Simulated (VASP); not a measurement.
# MgO in VASP: relaxation of the atoms with PBE+D3(BJ)

Aim: the relaxation of the atoms of MgO with PBE+D3(BJ).

All numbers are computed with VASP 6.6.1; they aren't measurements. Logs are shortened: lines on timing, memory, paths and dates and some standing lists are left out, and cuts for length are marked.

## Step 1: The cell of the first run

The cell holds a slab with vacuum, 32 atoms: a = 5.951 Å, b = 5.951 Å, c = 22.312 Å, α = 90.00°, β = 90.00°, γ = 90.00°.

## Step 2: Relaxation of the atoms, PBE+D3(BJ)

Input file INCAR:

```
SYSTEM = MgO
PREC = Accurate ; ENCUT = 520
EDIFF = 1E-7 ; ISMEAR = 0
SIGMA = 0.05 ; LREAL = Auto
LASPH = .True. ; NELM = 60
ALGO = Normal ; ISIF = 2
LWAVE = .False. ; LCHARG = .False.
LDIPOL = .True. ; IDIPOL = 3
DIPOL = 0.5 0.5 0.500 ; GGA = PE
IVDW = 12 ; IBRION = 2
NSW = 90 ; EDIFFG = -0.03
KPAR = 2
```

Input file KPOINTS:

```
regular mesh
0
Gamma
  3 3 1
  0 0 0
```

Input file POSCAR:

```
MgO
1.0
    5.9506164682      0.0000000000      0.0000000000
    0.0000000000      5.9506164682      0.0000000000
    0.0000000000      0.0000000000     22.3115818854
Mg O
16 16
Selective dynamics
Direct
    0.2500000000      0.2500000000      0.3585581713  F F F
    0.2500000000      0.7500000000      0.3585581713  F F F
    0.7500000000      0.2500000000      0.3585581713  F F F
    0.7500000000      0.7500000000      0.3585581713  F F F
    0.5000000000      0.5000000000      0.4528527238  F F F
    0.5000000000      0.0000000000      0.4528527238  F F F
    0.0000000000      0.5000000000      0.4528527238  F F F
    0.0000000000      0.0000000000      0.4528527238  F F F
    0.7500000000      0.7500000000      0.5471472762  T T T
    0.7500000000      0.2500000000      0.5471472762  T T T
    0.2500000000      0.7500000000      0.5471472762  T T T
    0.2500000000      0.2500000000      0.5471472762  T T T
    0.0000000000      0.0000000000      0.6414418287  T T T
    0.0000000000      0.5000000000      0.6414418287  T T T
    0.5000000000      0.0000000000      0.6414418287  T T T
    0.5000000000      0.5000000000      0.6414418287  T T T
    0.5000000000      0.5000000000      0.3585581713  F F F
    0.5000000000      0.0000000000      0.3585581713  F F F
    0.0000000000      0.5000000000      0.3585581713  F F F
    0.0000000000      0.0000000000      0.3585581713  F F F
    0.7500000000      0.7500000000      0.4528527238  F F F
    0.7500000000      0.2500000000      0.4528527238  F F F
    0.2500000000      0.7500000000      0.4528527238  F F F
    0.2500000000      0.2500000000      0.4528527238  F F F
    0.0000000000      0.0000000000      0.5471472762  T T T
    0.0000000000      0.5000000000      0.5471472762  T T T
    0.5000000000      0.0000000000      0.5471472762  T T T
    0.5000000000      0.5000000000      0.5471472762  T T T
    0.2500000000      0.2500000000      0.6414418287  T T T
    0.2500000000      0.7500000000      0.6414418287  T T T
    0.7500000000      0.2500000000      0.6414418287  T T T
    0.7500000000      0.7500000000      0.6414418287  T T T
```

Potentials or basis: VASP PAW PBE potentials, release 64 (Mg, O).

Launch:

```bash
$ cat potpaw_PBE.64/Mg/POTCAR potpaw_PBE.64/O/POTCAR > POTCAR
$ mpirun -np 2 vasp_std > vasp.out
```

OUTCAR:

```text
SYSTEM = MgO
   PREC = Accurate
   ENCUT = 520
   EDIFF = 1E-7
   ISMEAR = 0
   LREAL = Auto
   LASPH = .True.
   NELM = 60
   ISIF = 2
   GGA = PE
   IVDW = 12
   IBRION = 2
   NSW = 90
   EDIFFG = -0.03
 IVDW          = 12

 ion  position               nearest neighbor table
   1  0.250  0.250  0.359-  17 2.10  18 2.10  19 2.10  20 2.10  24 2.10   3 2.98   2 2.98   2 2.98
                             3 2.98   8 2.98   5 2.98   6 2.98   7 2.98
   2  0.250  0.750  0.359-  17 2.10  18 2.10  19 2.10  20 2.10  23 2.10   4 2.98   1 2.98   1 2.98
                             4 2.98   8 2.98   5 2.98   6 2.98   7 2.98
   3  0.750  0.250  0.359-  17 2.10  18 2.10  19 2.10  20 2.10  22 2.10   4 2.98   1 2.98   4 2.98
                             1 2.98   8 2.98   5 2.98   6 2.98   7 2.98
   4  0.750  0.750  0.359-  17 2.10  18 2.10  19 2.10  20 2.10  21 2.10   3 2.98   2 2.98   3 2.98
                             2 2.98   8 2.98   5 2.98   6 2.98   7 2.98
   5  0.500  0.500  0.453-  28 2.10  22 2.10  23 2.10  24 2.10  21 2.10  17 2.10  11 2.98  12 2.98
                             9 2.98  10 2.98   6 2.98   7 2.98   6 2.98   7 2.98   3 2.98   4 2.98
   6  0.500  0.000  0.453-  27 2.10  22 2.10  23 2.10  24 2.10  21 2.10  18 2.10  11 2.98  12 2.98
                             9 2.98  10 2.98   5 2.98   8 2.98   5 2.98   8 2.98   3 2.98   4 2.98
   7  0.000  0.500  0.453-  26 2.10  22 2.10  23 2.10  24 2.10  21 2.10  19 2.10  11 2.98  12 2.98
                             9 2.98  10 2.98   5 2.98   8 2.98   8 2.98   5 2.98   3 2.98   4 2.98
   8  0.000  0.000  0.453-  25 2.10  22 2.10  23 2.10  24 2.10  21 2.10  20 2.10  11 2.98  12 2.98
                             9 2.98  10 2.98   6 2.98   7 2.98   7 2.98   6 2.98   3 2.98   4 2.98
   9  0.750  0.750  0.547-  21 2.10  25 2.10  26 2.10  27 2.10  28 2.10  32 2.10   7 2.98   8 2.98
[... 38 lines left out ...]
 A1 = (   5.9506164682,   0.0000000000,   0.0000000000)
 A2 = (   0.0000000000,   5.9506164682,   0.0000000000)
 A3 = (   0.0000000000,   0.0000000000,  22.3115818854)

Analysis of symmetry for initial positions (statically):
=====================================================================
 Subroutine PRICEL returns following result:

  LATTYP: Found a simple tetragonal cell.
 ALAT       =     2.9753082341
 C/A-ratio  =     7.4989144418
[... 12 lines left out ...]
 Subroutine GETGRP returns: Found 16 space group operations
 (whereof  8 operations were pure point group operations)
 out of a pool of 16 trial point group operations.

The static configuration has the point symmetry C_4v.
 The point group associated with its full space group is D_4h.

Analysis of symmetry for dynamics (positions and initial velocities):
=====================================================================
 Subroutine PRICEL returns following result:

  LATTYP: Found a simple tetragonal cell.
 ALAT       =     2.9753082341
 C/A-ratio  =     7.4989144418
[... 12 lines left out ...]
 Subroutine GETGRP returns: Found 16 space group operations
 (whereof  8 operations were pure point group operations)
[... 161 lines left out ...]

 Free energy of the ion-electron system (eV)
  ---------------------------------------------------
  ext. energy  EPLUGINS =         0.00000000
  ---------------------------------------------------
  free energy    TOTEN  =      -186.62810015 eV

  energy without entropy =     -186.62810015  energy(sigma->0) =     -186.62810015

------------------------ aborting loop because EDIFF is reached ----------------------------------------

 vacuum level on the upper side and lower side of the slab       (xc-potential included)        -0.065        -0.064

 Edisp (eV)   -7.04505

 E8    (eV) :    -2.8548

  FORCE on cell =-STRESS in cart. coord.  units (eV):
  Direction    XX          YY          ZZ          XY          YZ          ZX
  --------------------------------------------------------------------------------------
  -------------------------------------------------------------------------------------
  Total     -14.16687   -14.16687     1.50040     0.00000     0.00000     0.00000
  in kB     -28.72964   -28.72964     3.04273     0.00000     0.00000     0.00000
  external pressure =      -18.14 kB  Pullay stress =        0.00 kB
[... 47 lines left out ...]
  FREE ENERGIE OF THE ION-ELECTRON SYSTEM (eV)
  ---------------------------------------------------
  free  energy   TOTEN  =      -193.6731522336 eV

  energy  without entropy=     -193.6731522336  energy(sigma->0) =     -193.67315223

 dipolmoment           0.000000      0.000000     -0.000000 electrons x Angstroem

--------------------------------------- Ionic step        2  -------------------------------------------

 number of electron     127.9999931 magnetization

------------------------ aborting loop because EDIFF is reached ----------------------------------------
[... 135 lines left out ...]
--------------------------------------- Ionic step        4  -------------------------------------------

 number of electron     127.9999939 magnetization

 dipolmoment           0.000000      0.000000      0.090265 electrons x Angstroem

 Free energy of the ion-electron system (eV)
  ---------------------------------------------------
  ext. energy  EPLUGINS =         0.00000000
  ---------------------------------------------------
  free energy    TOTEN  =      -186.67522046 eV

  energy without entropy =     -186.67522046  energy(sigma->0) =     -186.67522046

 E-fermi :  -1.6905     XC(G=0):  -4.8695

 val. band max:       -1.9183271828   @ k =   0.0000   0.0000   0.0000
 cond. band min:       1.4419035376   @ k =   0.0000   0.0000   0.0000
 fundamental gap:      3.3602307204
 Fermi energy:        -1.6904595378

 k-point     1 :       0.0000    0.0000    0.0000
  band No.  band energies     occupation
      1     -18.9624      2.00000
      2     -18.4206      2.00000
      3     -17.9584      2.00000
      4     -17.9584      2.00000
      5     -17.8916      2.00000
      6     -17.8916      2.00000
[... 226 lines left out ...]
     75       5.3001      0.00000
     76       5.5587      0.00000
 [bands above 76 left out]

------------------------ aborting loop because EDIFF is reached ----------------------------------------

 vacuum level on the upper side and lower side of the slab       (xc-potential included)         0.207        -0.268

 Edisp (eV)   -7.05024

 E8    (eV) :    -2.8577

  FORCE on cell =-STRESS in cart. coord.  units (eV):
  Direction    XX          YY          ZZ          XY          YZ          ZX
  --------------------------------------------------------------------------------------
  -------------------------------------------------------------------------------------
  Total     -14.13444   -14.13444     1.22657     0.00000     0.00000     0.00000
  in kB     -28.66388   -28.66388     2.48742     0.00000     0.00000     0.00000
  external pressure =      -18.28 kB  Pullay stress =        0.00 kB
[... 47 lines left out ...]
  FREE ENERGIE OF THE ION-ELECTRON SYSTEM (eV)
  ---------------------------------------------------
  free  energy   TOTEN  =      -193.7254586489 eV

  energy  without entropy=     -193.7254586489  energy(sigma->0) =     -193.72545865

 reached required accuracy - stopping structural energy minimisation

 vacuum level on the upper side and lower side of the slab         3.325         2.842
```

CONTCAR:

```text
MgO
   1.00000000000000
     5.9506164681999998    0.0000000000000000    0.0000000000000000
     0.0000000000000000    5.9506164681999998    0.0000000000000000
     0.0000000000000000    0.0000000000000000   22.3115818853999990
  Mg              O
    16    16
Selective dynamics
Direct
     0.2500000000000000    0.2500000000000000    0.3585581712999968   F   F   F
     0.2500000000000000    0.7500000000000000    0.3585581712999968   F   F   F
     0.7500000000000000    0.2500000000000000    0.3585581712999968   F   F   F
     0.7500000000000000    0.7500000000000000    0.3585581712999968   F   F   F
     0.5000000000000000    0.5000000000000000    0.4528527237999995   F   F   F
     0.5000000000000000    0.0000000000000000    0.4528527237999995   F   F   F
     0.0000000000000000    0.5000000000000000    0.4528527237999995   F   F   F
     0.0000000000000000    0.0000000000000000    0.4528527237999995   F   F   F
     0.7500000000000000    0.7500000000000000    0.5472054512178703   T   T   T
     0.7500000000000000    0.2500000000000000    0.5472054512178703   T   T   T
     0.2500000000000000    0.7500000000000000    0.5472054512178703   T   T   T
     0.2500000000000000    0.2500000000000000    0.5472054512178703   T   T   T
     1.0000000000000000    1.0000000000000000    0.6404624739284207   T   T   T
     1.0000000000000000    0.5000000000000000    0.6404624739284207   T   T   T
     0.5000000000000000    0.0000000000000000    0.6404624739284207   T   T   T
     0.5000000000000000    0.5000000000000000    0.6404624739284207   T   T   T
     0.5000000000000000    0.5000000000000000    0.3585581712999968   F   F   F
[... 46 lines left out ...]
  0.00000000E+00  0.00000000E+00  0.00000000E+00
  0.00000000E+00  0.00000000E+00  0.00000000E+00
```

Run time: 17 min. Hardware: 2 MPI ranks of Intel Xeon Platinum 8259CL at 2.50GHz (Skylake/Cascade Lake), shared host; peak memory 0.87 GiB.

What came out:

- Free energy: -193.7255 eV
- Energy gained by relaxing: 1.6 meV/atom
- Ionic steps: 4
- Band gap on the k mesh: 3.36 eV
- Dispersion energy per atom: -0.220 eV

The path:
```tsv
step	energy change (eV)	largest force on free atoms (eV/Å)	pressure (GPa)
1	0.0000	0.5429	-1.81
2	-0.0498	0.1226	-1.82
3	-0.0499	0.1290	-1.82
4	-0.0523	0.0251	-1.83
```

Final structure:
```
Mg O
1.0
     5.95062    0.00000    0.00000
     0.00000    5.95062    0.00000
     0.00000    0.00000   22.31158
Mg O
16 16
Direct
  0.25000 0.25000 0.35856
  0.25000 0.75000 0.35856
  0.75000 0.25000 0.35856
  0.75000 0.75000 0.35856
  0.50000 0.50000 0.45285
  0.50000 0.00000 0.45285
  0.00000 0.50000 0.45285
  0.00000 0.00000 0.45285
  0.75000 0.75000 0.54721
  0.75000 0.25000 0.54721
  0.25000 0.75000 0.54721
  0.25000 0.25000 0.54721
  0.00000 0.00000 0.64046
  0.00000 0.50000 0.64046
  0.50000 0.00000 0.64046
  0.50000 0.50000 0.64046
  0.50000 0.50000 0.35856
  0.50000 0.00000 0.35856
  0.00000 0.50000 0.35856
  0.00000 0.00000 0.35856
  0.75000 0.75000 0.45285
  0.75000 0.25000 0.45285
  0.25000 0.75000 0.45285
  0.25000 0.25000 0.45285
  0.00000 0.00000 0.54681
  0.00000 0.50000 0.54681
  0.50000 0.00000 0.54681
  0.50000 0.50000 0.54681
  0.25000 0.25000 0.64282
  0.25000 0.75000 0.64282
  0.75000 0.25000 0.64282
  0.75000 0.75000 0.64282
```
